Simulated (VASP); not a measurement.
# Be2Sb in VASP: single point with PBE

Aim: the single point of Be2Sb with PBE.

Program: VASP 6.6.1. These are calculated values, not measurements. Logs are shortened: lines on timing, memory, paths and dates and some standing lists are left out, and cuts for length are marked.

### Step 1. The cell of the first run

The typed cell holds 6 atoms: a = 3.706 Å, b = 3.686 Å, c = 6.576 Å, α = 90.00°, β = 90.00°, γ = 90.00°.

### Step 2. Single point, PBE

File INCAR:

```
  PREC = Accurate
  ENCUT = 520
  EDIFF = 1E-7
  ISMEAR = 0
  SIGMA = 0.1
  LREAL = False
  LASPH = True
  NELM = 100
  ALGO = Fast
  ISIF = 2
  LWAVE = False
  LCHARG = True
  GGA = PE
  LELF = True
  LVHAR = True
  NBANDS = 18
```

File KPOINTS:

```
Automatic mesh
0
Gamma
  10 10 6
```

File POSCAR:

```
Be2Sb
1.0
    3.7053772085      0.0000000000      0.0523545037
    0.0000000000      3.6862867136      0.0000000000
   -0.0929137901      0.0000000000      6.5754081471
Be Sb
4 2
Direct
    0.0646754619      0.7500000000      0.4107571067
    0.9352583892      0.2500000000      0.9107579810
    0.9353245381      0.2500000000      0.5892428933
    0.0647416108      0.7500000000      0.0892420190
    0.6013644254      0.2500000000      0.2500028988
    0.3986355746      0.7500000000      0.7499971012
```

Potentials or basis: VASP PAW PBE potentials, release 64 (Be, Sb).

On the command line:

```bash
$ cat potpaw_PBE.64/Be/POTCAR potpaw_PBE.64/Sb/POTCAR > POTCAR
$ mpirun -np 1 vasp_std > vasp.out
```

OUTCAR:

```text
PREC = Accurate
   ENCUT = 520
   EDIFF = 1E-7
   ISMEAR = 0
   LREAL = False
   LASPH = True
   NELM = 100
   ISIF = 2
   GGA = PE

 ion  position               nearest neighbor table
   1  0.065  0.750  0.411-   4 2.11   3 2.24   3 2.24   6 2.55   5 2.73   5 2.73   5 2.91   5 2.91

   2  0.935  0.250  0.911-   3 2.11   4 2.24   4 2.24   5 2.55   6 2.73   6 2.73   6 2.91   6 2.91

   3  0.935  0.250  0.589-   2 2.11   1 2.24   1 2.24   5 2.55   6 2.73   6 2.73   6 2.91   6 2.91

   4  0.065  0.750  0.089-   1 2.11   2 2.24   2 2.24   6 2.55   5 2.73   5 2.73   5 2.91   5 2.91

   5  0.601  0.250  0.250-   2 2.55   3 2.55   1 2.73   1 2.73   4 2.73   4 2.73   4 2.91   4 2.91
                             1 2.91   1 2.91
   6  0.399  0.750  0.750-   4 2.55   1 2.55   3 2.73   3 2.73   2 2.73   2 2.73   2 2.91   2 2.91
                             3 2.91   3 2.91

  LATTYP: Found a simple orthorhombic cell.
 ALAT       =     3.6862867136
 B/A-ratio  =     1.0052791183
 C/A-ratio  =     1.7839265050

  Lattice vectors:

 A1 = (   0.0000000000,  -3.6862867136,   0.0000000000)
 A2 = (   3.7053772085,   0.0000000000,   0.0523545037)
 A3 = (  -0.0929137901,   0.0000000000,   6.5754081471)

Analysis of symmetry for initial positions (statically):
=====================================================================
 Subroutine PRICEL returns:
 Original cell was already a primitive cell.

 Routine SETGRP: Setting up the symmetry group for a
 simple orthorhombic supercell.

 Subroutine GETGRP returns: Found  4 space group operations
 (whereof  2 operations were pure point group operations)
 out of a pool of  8 trial point group operations.

The static configuration has the point symmetry S_2 .
 The point group associated with its full space group is C_2h.

Analysis of symmetry for dynamics (positions and initial velocities):
=====================================================================
 Subroutine PRICEL returns:
 Original cell was already a primitive cell.

 Routine SETGRP: Setting up the symmetry group for a
 simple orthorhombic supercell.

 Subroutine GETGRP returns: Found  4 space group operations
 (whereof  2 operations were pure point group operations)
 out of a pool of  8 trial point group operations.

The dynamic configuration has the point symmetry S_2 .
 The point group associated with its full space group is C_2h.

 Subroutine INISYM returns: Found  4 space group operations
 (whereof  2 operations are pure point group operations),
 and found     1 'primitive' translations

----------------------------------------------------------------------------------------

                                     Primitive cell

  volume of cell :      89.8320

  direct lattice vectors                    reciprocal lattice vectors
     3.705377208  0.000000000  0.052354504     0.269824185  0.000000000  0.003812750
     0.000000000  3.686286714  0.000000000     0.000000000  0.271275698  0.000000000
    -0.092913790  0.000000000  6.575408147    -0.002148385  0.000000000  0.152051456

  length of vectors
     3.705747057  3.686286714  6.576064573     0.269851122  0.271275698  0.152066633

  position of ions in fractional coordinates (direct lattice)
     0.064675462  0.750000000  0.410757107
     0.935258389  0.250000000  0.910757981
     0.935324538  0.250000000  0.589242893
     0.064741611  0.750000000  0.089242019
     0.601364425  0.250000000  0.250002899
     0.398635575  0.750000000  0.749997101

  ion indices of the primitive-cell ions
   primitive index   ion index
                 1           1
                 2           2
                 3           3
                 4           4
                 5           5
                 6           6

----------------------------------------------------------------------------------------

 KPOINTS: Automatic mesh

Automatic generation of k-mesh.
 Grid dimensions read from file:
 generate k-points for:   10   10    6

 Generating k-lattice:

  Cartesian coordinates                     Fractional coordinates (reciprocal lattice)
     0.026982418  0.000000000  0.000381275     0.100000000  0.000000000 -0.000000000
     0.000000000  0.027127570  0.000000000     0.000000000  0.100000000  0.000000000
    -0.000358064  0.000000000  0.025341909     0.000000000  0.000000000  0.166666667

  Length of vectors
     0.026985112  0.027127570  0.025344439

  Shift w.r.t. Gamma in fractional coordinates (k-lattice)
     0.000000000  0.000000000  0.000000000

 Subroutine IBZKPT returns following result:
 ===========================================

 Found    192 irreducible k-points:

 Following reciprocal coordinates:
            Coordinates               Weight
  0.000000  0.000000  0.000000      1.000000
  0.100000  0.000000  0.000000      2.000000
  0.200000  0.000000  0.000000      2.000000
  0.300000  0.000000  0.000000      2.000000
  0.400000  0.000000 -0.000000      2.000000
  0.500000  0.000000  0.000000      1.000000
[... 16 lines left out ...]
  0.400000  0.300000 -0.000000      4.000000
  0.500000  0.300000  0.000000      2.000000
 [... further k-points ...]
   k-points           NKPTS =    192   k-points in BZ     NKDIM =    192   number of bands    NBANDS=     18
   number of dos      NEDOS =    301   number of ions     NIONS =      6
   total plane-waves  NPLWV =  39200
   dimension x,y,z NGX =    28 NGY =   28 NGZ =   50
   dimension x,y,z NGXF=    56 NGYF=   56 NGZF=  100
   ions per type =               4   2
   NGX,Y,Z   is equivalent  to a cutoff of  12.56, 12.63, 12.64 a.u.
   NGXF,Y,Z  is equivalent  to a cutoff of  25.12, 25.26, 25.28 a.u.
 SYSTEM =  unknown system
   PREC   = accura    normal or accurate (medium, high low for compatibility)
   ISTART =      0    job   : 0-new  1-cont  2-samecut
   ICHARG =      2    charge: 1-file 2-atom 10-const
   ISPIN  =      1    spin polarized calculation?
   LNONCOLLINEAR =      F non collinear calculations
   LSORBIT =      F    spin-orbit coupling
   LASPH  =      T    aspherical Exc in radial PAW
   ENCUT  =  520.0 eV  38.22 Ry    6.18 a.u.   6.89  6.85 12.23*2*pi/ulx,y,z
   NELM   =    100;   NELMIN=  2; NELMDL= -5     # of ELM steps
   EDIFF  = 0.1E-06   stopping-criterion for ELM
   LREAL  =      F    real-space projection
   EDIFFG = 0.1E-05   stopping-criterion for IOM
   NSW    =      0    number of steps for IOM
   IBRION =     -1    ionic relax: 0-MD 1-quasi-New 2-CG
   NFREE  =      0    steps in history (QN), initial steepest desc. (CG)
   ISIF   =      2    stress and relaxation
   ISYM   =      2    0-nonsym 1-usesym 2-fastsym
   POTIM  = 0.5000    time-step for ionic-motion
   TEBEG  =    0.0;   TEEND  =   0.0 temperature during run
   PSTRESS=    0.0 pullay stress
   NELECT =      18.0000    total number of electrons
   NUPDOWN=      -1.0000    fix difference up-down
   EMIN   =  10.00;   EMAX   =-10.00  energy-range for DOS
   EFERMI =   0.00;   METHOD = LEGACY
   ISMEAR =     0;   SIGMA  =   0.10  broadening in eV -4-tet -1-fermi 0-gaus
   EFERMI_NEDOS =   21; number of points for ismear=-14 and -15
   IALGO  =     68    algorithm
   IMIX   =      4    mixing-type and parameters
     AMIX     =   0.40;   BMIX     =  1.00
     AMIX_MAG =   1.60;   BMIX_MAG =  1.00
  volume/ion in A,a.u.               =      14.97       101.04
  Fermi-wavevector in a.u.,A,eV,Ry     =   0.957978  1.810315 12.486353  0.917721
  Thomas-Fermi vector in A             =   2.087044
   LORBIT       =      0    0 simple, 1 ext, 2 COOP (PROOUT), +10 PAW based schemes
   GGA     = PE    functional components
   LHFCALC =     F    Hartree Fock is set to
   AEXX    =    0.0000 exact exchange contribution
   IVDW    =     0    specifies the selected vdW correction
   LEPSILON=     F    determine dielectric tensor
   LRPA    =     F    only Hartree local field effects (RPA)
 non-spin polarized calculation
 RMM-DIIS sequential band-by-band and
 Gauss-broadening in eV      SIGMA  =   0.10
  energy-cutoff  :      520.00
  volume of cell :       89.83
 maximum number of plane-waves:      2446
 NGX is ok and might be reduce to    28
   NGX = 13   NGY = 13   NGZ = 25

 number of electron      18.0000001 magnetization

 Free energy of the ion-electron system (eV)
  ---------------------------------------------------
  ext. energy  EPLUGINS =         0.00000000
  ---------------------------------------------------
  free energy    TOTEN  =       -20.32198716 eV

  energy without entropy =      -20.31621154  energy(sigma->0) =      -20.31909935

 E-fermi :   7.7001     XC(G=0): -10.2202

 val. band max:        7.6971448153   @ k =   0.5000   0.0000   0.3333
 cond. band min:       7.7111507891   @ k =   0.5000   0.2000   0.0000
 fundamental gap:      0.0140059739
 Fermi energy:         7.7001273881

 k-point     1 :       0.0000    0.0000    0.0000
  band No.  band energies     occupation
      1      -4.8499      2.00000
      2      -2.9424      2.00000
      3       0.2735      2.00000
      4       4.8737      2.00000
      5       5.3827      2.00000
      6       6.2218      2.00000
[... 10 lines left out ...]
     17      13.3910      0.00000
     18      14.0473      0.00000

 k-point     2 :       0.1000    0.0000    0.0000
  band No.  band energies     occupation
      1      -4.7569      2.00000
      2      -2.8572      2.00000
      3       0.3721      2.00000
      4       4.1736      2.00000
      5       4.9857      2.00000
      6       6.0494      2.00000
[... 10 lines left out ...]
     17      13.3221      0.00000
     18      13.4749      0.00000

 k-point     3 :       0.2000    0.0000    0.0000
  band No.  band energies     occupation
      1      -4.4833      2.00000
      2      -2.6168      2.00000
      3       0.6660      2.00000
      4       2.6592      2.00000
      5       4.6388      2.00000
      6       5.3181      2.00000
[... 412 lines left out ...]
 k-point    23 :       0.4000    0.3000   -0.0000
  band No.  band energies     occupation
      1      -2.6871      2.00000
      2      -1.4582      2.00000
      3       1.3237      2.00000
      4       2.5926      2.00000
      5       2.6645      2.00000
      6       3.2163      2.00000
[... 10 lines left out ...]
     17      14.5052      0.00000
     18      15.2371      0.00000

 k-point    24 :       0.5000    0.3000    0.0000
  band No.  band energies     occupation
      1      -2.3767      2.00000
      2      -1.4254      2.00000
      3       1.1180      2.00000
      4       2.0607      2.00000
      5       3.3275      2.00000
      6       3.7057      2.00000
[... 10 lines left out ...]
     17      14.1896      0.00000
     18      15.3792      0.00000

 [... further k-points ...]

------------------------ aborting loop because EDIFF is reached ----------------------------------------

  FORCE on cell =-STRESS in cart. coord.  units (eV):
  Direction    XX          YY          ZZ          XY          YZ          ZX
  --------------------------------------------------------------------------------------
  -------------------------------------------------------------------------------------
  Total        0.0892970      0.0393875      0.1020281      0.0000000      0.0000000     -0.0000836
  in kB        1.5926362      0.7024863      1.8196989      0.0000000      0.0000000     -0.0014905
  external PRESSURE =       1.3716071 kB  Pullay stress =       0.0000000 kB

 VOLUME and BASIS-vectors are now :
 -----------------------------------------------------------------------------
  energy-cutoff  :      520.00
  volume of cell :       89.83
      direct lattice vectors                 reciprocal lattice vectors
     3.705377208  0.000000000  0.052354504     0.269824185  0.000000000  0.003812750
     0.000000000  3.686286714  0.000000000     0.000000000  0.271275698  0.000000000
    -0.092913790  0.000000000  6.575408147    -0.002148385  0.000000000  0.152051456

 POSITION                                       TOTAL-FORCE (eV/Angst)
 -----------------------------------------------------------------------------------
      0.20148      2.76472      2.70428         0.000860     -0.000000     -0.006465
      3.38086      0.92157      6.03757        -0.000200      0.000000     -0.006640
      3.41098      0.92157      3.92348        -0.000860     -0.000000      0.006465
      0.23160      2.76472      0.59019         0.000200     -0.000000      0.006640
      2.20505      0.92157      1.67536        -0.031629      0.000000     -0.000432
      1.40741      2.76472      4.95241         0.031629     -0.000000      0.000432
 -----------------------------------------------------------------------------------
    total drift:                               -0.000000     -0.000000     -0.000000

  FREE ENERGIE OF THE ION-ELECTRON SYSTEM (eV)
  ---------------------------------------------------
  free  energy   TOTEN  =       -20.3219871627 eV

  energy  without entropy=      -20.3162115414  energy(sigma->0) =      -20.31909935
```

Run time: 4.5 min. Hardware: 1 thread of Oxide Virtual Turin-like, shared host; peak memory 0.36 GiB.

What came out:

```yaml
Free_energy: -20.3220 eV
Pressure: 0.1 GPa
Largest_force: 0.032 eV/Å
Band_gap_on_the_k_mesh: zero (bands 9 and 10 overlap by 4.39 eV)
```

Forces in eV/Å, atoms in the order of the input:
```
Be   0.001  0.000 -0.006
Be   0.000  0.000 -0.007
Be  -0.001  0.000  0.006
Be   0.000  0.000  0.007
Sb  -0.032  0.000  0.000
Sb   0.032  0.000  0.000
```

Caveat: spin-orbit coupling is left out, which moves the levels of the heavy elements.
